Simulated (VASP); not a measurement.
# MgF2 (rutile type) (P4_2/mnm) in VASP: a series of runs, part 2 of 2

VASP 6.6.1. Earlier steps stand in the parts before.

**3. Relaxation of cell and atoms, PBE**

INCAR

```
PREC     = Accurate       # precision mode
ENCUT    = 600            # plane-wave cutoff, eV
EDIFF    = 1E-7           # SCF threshold, eV
ISMEAR   = -1             # smearing method
SIGMA    = 0.05           # smearing width, eV
LREAL    = False          # projectors in reciprocal space
LASPH    = True           # aspherical terms in the spheres
NELM     = 120            # most SCF steps
ALGO     = Normal         # electronic algorithm
ISIF     = 3              # what is computed and relaxed
LWAVE    = False          # write WAVECAR
LCHARG   = False          # write CHGCAR
GGA      = PE             # functional
IBRION   = 2              # ionic algorithm
NSW      = 60             # ionic steps
EDIFFG   = -0.005         # ionic threshold
GGA_COMPAT= False        
NELMIN   = 4
```

KPOINTS

```
Automatic mesh
0
Gamma
  7 7 11
```

POSCAR

```
MgF2
1.0
    4.6931053341      0.0000000000      0.0000000000
    0.0000000000      4.6931053341      0.0000000000
    0.0000000000      0.0000000000      3.0974495205
Mg F
2 4
Direct
    0.0000000000      0.0000000000      0.0000000000
    0.5000000000      0.5000000000      0.5000000000
    0.3050000000      0.3050000000      0.0000000000
    0.6950000000      0.6950000000      0.0000000000
    0.8050000000      0.1950000000      0.5000000000
    0.1950000000      0.8050000000      0.5000000000
```

Potentials or basis: VASP PAW PBE potentials, release 64 (Mg, F).

Run with:

```
$ cat potpaw_PBE.64/Mg/POTCAR potpaw_PBE.64/F/POTCAR > POTCAR
$ mpirun -np 1 vasp_std > vasp.out
```

OUTCAR:

```text
PREC = Accurate
   ENCUT = 600
   EDIFF = 1E-7
   ISMEAR = -1
   LREAL = False
   LASPH = True
   NELM = 120
   ISIF = 3
   GGA = PE
   IBRION = 2
   NSW = 60
   EDIFFG = -0.005
   NELMIN = 4

 ion  position               nearest neighbor table
   1  0.000  0.000  0.000-   5 2.02   6 2.02   5 2.02   6 2.02   3 2.02   4 2.02
   2  0.500  0.500  0.500-   3 2.02   4 2.02   3 2.02   4 2.02   5 2.02   6 2.02
   3  0.305  0.305  0.000-   2 2.02   2 2.02   1 2.02
   4  0.695  0.695  0.000-   2 2.02   2 2.02   1 2.02
   5  0.805  0.195  0.500-   1 2.02   1 2.02   2 2.02
   6  0.195  0.805  0.500-   1 2.02   1 2.02   2 2.02

  LATTYP: Found a simple tetragonal cell.
 ALAT       =     4.6931053341
 C/A-ratio  =     0.6600000000

  Lattice vectors:

 A1 = (   4.6931053341,   0.0000000000,   0.0000000000)
 A2 = (   0.0000000000,   4.6931053341,   0.0000000000)
 A3 = (   0.0000000000,   0.0000000000,   3.0974495205)

Analysis of symmetry for initial positions (statically):
=====================================================================
 Subroutine PRICEL returns:
 Original cell was already a primitive cell.

 Routine SETGRP: Setting up the symmetry group for a
 simple tetragonal supercell.

 Subroutine GETGRP returns: Found 16 space group operations
 (whereof  8 operations were pure point group operations)
 out of a pool of 16 trial point group operations.

The static configuration has the point symmetry D_2h.
 The point group associated with its full space group is D_4h.

Analysis of symmetry for dynamics (positions and initial velocities):
=====================================================================
 Subroutine PRICEL returns:
 Original cell was already a primitive cell.

 Routine SETGRP: Setting up the symmetry group for a
 simple tetragonal supercell.

 Subroutine GETGRP returns: Found 16 space group operations
 (whereof  8 operations were pure point group operations)
 out of a pool of 16 trial point group operations.

The dynamic configuration has the point symmetry D_2h.
 The point group associated with its full space group is D_4h.

 Subroutine INISYM returns: Found 16 space group operations
 (whereof  8 operations are pure point group operations),
 and found     1 'primitive' translations

----------------------------------------------------------------------------------------

                                     Primitive cell

  volume of cell :      68.2221

  direct lattice vectors                    reciprocal lattice vectors
     4.693105334  0.000000000  0.000000000     0.213078533  0.000000000  0.000000000
     0.000000000  4.693105334  0.000000000     0.000000000  0.213078533  0.000000000
     0.000000000  0.000000000  3.097449521     0.000000000  0.000000000  0.322846262

  length of vectors
     4.693105334  4.693105334  3.097449521     0.213078533  0.213078533  0.322846262

  position of ions in fractional coordinates (direct lattice)
     0.000000000  0.000000000  0.000000000
     0.500000000  0.500000000  0.500000000
     0.305000000  0.305000000  0.000000000
     0.695000000  0.695000000  0.000000000
     0.805000000  0.195000000  0.500000000
     0.195000000  0.805000000  0.500000000

[... 42 lines left out ...]
  0.285714  0.142857  0.000000      8.000000
[... 16 lines left out ...]
  0.285714  0.000000  0.181818      8.000000
  0.428571  0.000000  0.181818      8.000000
 [... further k-points ...]
   k-points           NKPTS =     60   k-points in BZ     NKDIM =     60   number of bands    NBANDS=     20
   number of dos      NEDOS =    301   number of ions     NIONS =      6
   total plane-waves  NPLWV =  44800
   dimension x,y,z NGX =    40 NGY =   40 NGZ =   28
   dimension x,y,z NGXF=    80 NGYF=   80 NGZF=   56
   ions per type =               2   4
   NGX,Y,Z   is equivalent  to a cutoff of  14.17, 14.17, 15.03 a.u.
   NGXF,Y,Z  is equivalent  to a cutoff of  28.34, 28.34, 30.06 a.u.
 SYSTEM =  unknown system
   PREC   = accura    normal or accurate (medium, high low for compatibility)
   ISTART =      0    job   : 0-new  1-cont  2-samecut
   ICHARG =      2    charge: 1-file 2-atom 10-const
   ISPIN  =      1    spin polarized calculation?
   LNONCOLLINEAR =      F non collinear calculations
   LSORBIT =      F    spin-orbit coupling
   LASPH  =      T    aspherical Exc in radial PAW
   ENCUT  =  600.0 eV  44.10 Ry    6.64 a.u.   9.37  9.37  6.19*2*pi/ulx,y,z
   NELM   =    120;   NELMIN=  4; NELMDL= -5     # of ELM steps
   EDIFF  = 0.1E-06   stopping-criterion for ELM
   LREAL  =      F    real-space projection
   EDIFFG = -.5E-02   stopping-criterion for IOM
   NSW    =     60    number of steps for IOM
   IBRION =      2    ionic relax: 0-MD 1-quasi-New 2-CG
   NFREE  =      1    steps in history (QN), initial steepest desc. (CG)
   ISIF   =      3    stress and relaxation
   ISYM   =      2    0-nonsym 1-usesym 2-fastsym
   POTIM  = 0.5000    time-step for ionic-motion
   TEBEG  =    0.0;   TEEND  =   0.0 temperature during run
   PSTRESS=    0.0 pullay stress
   NELECT =      32.0000    total number of electrons
   NUPDOWN=      -1.0000    fix difference up-down
   EMIN   =  10.00;   EMAX   =-10.00  energy-range for DOS
   EFERMI =   0.00;   METHOD = LEGACY
   ISMEAR =    -1;   SIGMA  =   0.05  broadening in eV -4-tet -1-fermi 0-gaus
   EFERMI_NEDOS =   21; number of points for ismear=-14 and -15
   IALGO  =     38    algorithm
   IMIX   =      4    mixing-type and parameters
     AMIX     =   0.40;   BMIX     =  1.00
     AMIX_MAG =   1.60;   BMIX_MAG =  1.00
  volume/ion in A,a.u.               =      11.37        76.73
  Fermi-wavevector in a.u.,A,eV,Ry     =   1.271989  2.403710 22.013613  1.617955
  Thomas-Fermi vector in A             =   2.404892
   LORBIT       =      0    0 simple, 1 ext, 2 COOP (PROOUT), +10 PAW based schemes
   GGA     = PE    functional components
   LHFCALC =     F    Hartree Fock is set to
   AEXX    =    0.0000 exact exchange contribution
   IVDW    =     0    specifies the selected vdW correction
   LEPSILON=     F    determine dielectric tensor
   LRPA    =     F    only Hartree local field effects (RPA)
 conjugate gradient relaxation of ions
 non-spin polarized calculation
  energy-cutoff  :      600.00
  volume of cell :       68.22
 maximum number of plane-waves:      2297
 NGX is ok and might be reduce to    40
   NGX = 19   NGY = 19   NGZ = 13

--------------------------------------- Ionic step        1  -------------------------------------------

 number of electron      31.9999982 magnetization

 Free energy of the ion-electron system (eV)
  ---------------------------------------------------
  ext. energy  EPLUGINS =         0.00000000
  ---------------------------------------------------
  free energy    TOTEN  =       -31.55116640 eV

  energy without entropy =      -31.55116640  energy(sigma->0) =      -31.55116640

------------------------ aborting loop because EDIFF is reached ----------------------------------------

  FORCE on cell =-STRESS in cart. coord.  units (eV):
  Direction    XX          YY          ZZ          XY          YZ          ZX
  --------------------------------------------------------------------------------------
  -------------------------------------------------------------------------------------
  Total       -0.3037454     -0.3037454     -0.4209339      0.0000000      0.0000000      0.0000000
  in kB       -7.1333814     -7.1333814     -9.8855231      0.0000000      0.0000000      0.0000000
  external PRESSURE =      -8.0507620 kB  Pullay stress =       0.0000000 kB
[... 147 lines left out ...]
--------------------------------------- Ionic step        5  -------------------------------------------

 number of electron      32.0000000 magnetization

 Free energy of the ion-electron system (eV)
  ---------------------------------------------------
  ext. energy  EPLUGINS =         0.00000000
  ---------------------------------------------------
  free energy    TOTEN  =       -31.55503416 eV

  energy without entropy =      -31.55503416  energy(sigma->0) =      -31.55503416

 E-fermi :  -0.3692     XC(G=0):  -9.5675

 val. band max:       -1.4163393646   @ k =   0.0000   0.0000   0.0000
 cond. band min:       5.4507011420   @ k =   0.0000   0.0000   0.0000
 fundamental gap:      6.8670405066
 Fermi energy:        -0.3692434583

 k-point     1 :       0.0000    0.0000    0.0000
  band No.  band energies     occupation
      1     -22.0403      2.00000
      2     -21.2992      2.00000
      3     -21.2992      2.00000
      4     -21.2161      2.00000
      5      -5.3646      2.00000
      6      -3.7777      2.00000
[... 541 lines left out ...]
     19      12.2614      0.00000
     20      12.6141      0.00000

 [... further k-points ...]

------------------------ aborting loop because EDIFF is reached ----------------------------------------

  FORCE on cell =-STRESS in cart. coord.  units (eV):
  Direction    XX          YY          ZZ          XY          YZ          ZX
  --------------------------------------------------------------------------------------
  -------------------------------------------------------------------------------------
  Total        0.0099233      0.0099233     -0.0228994      0.0000000      0.0000000      0.0000000
  in kB        0.2354433      0.2354433     -0.5433207      0.0000000      0.0000000      0.0000000
  external PRESSURE =      -0.0241447 kB  Pullay stress =       0.0000000 kB
[... 21 lines left out ...]
  FREE ENERGIE OF THE ION-ELECTRON SYSTEM (eV)
  ---------------------------------------------------
  free  energy   TOTEN  =       -31.5550341562 eV

  energy  without entropy=      -31.5550341561  energy(sigma->0) =      -31.55503416

 reached required accuracy - stopping structural energy minimisation
```

It took 6.7 min on 1 thread of Oxide Virtual Turin-like, shared host; peak memory 0.23 GiB.

What came out:

- Free energy: -31.5550 eV
- Relaxed volume: 11.25 Å³/atom
- Relaxed cell: a = 4.680 Å, b = 4.680 Å, c = 3.084 Å, α = 90.00°, β = 90.00°, γ = 90.00°
- Space group after relaxing (to 0.1 Å): P4_2/mnm (No. 136)
- Energy gained by relaxing: 0.6 meV/atom
- Ionic steps: 5
- Pressure after relaxing: 0.0 GPa
- Band gap on the k mesh: 6.87 eV

The path:
```
step  energy change (eV)  largest force (eV/Å)  pressure (GPa)  volume (Å³)
   1              0.0000                0.0923           -0.81        68.22
   2             -0.0030                0.0624           -0.09        67.66
   3             -0.0034                0.0482            0.24        67.41
   4             -0.0038                0.0122            0.06        67.50
   5             -0.0039                0.0006            0.00        67.53
```

Final structure:
```
Mg F
1.0
     4.67956    0.00000    0.00000
     0.00000    4.67956    0.00000
     0.00000    0.00000    3.08368
Mg F
2 4
Direct
  0.00000 0.00000 0.00000
  0.50000 0.50000 0.50000
  0.30336 0.30336 0.00000
  0.69664 0.69664 0.00000
  0.80336 0.19664 0.50000
  0.19664 0.80336 0.50000
```

A k mesh can miss the band edges.
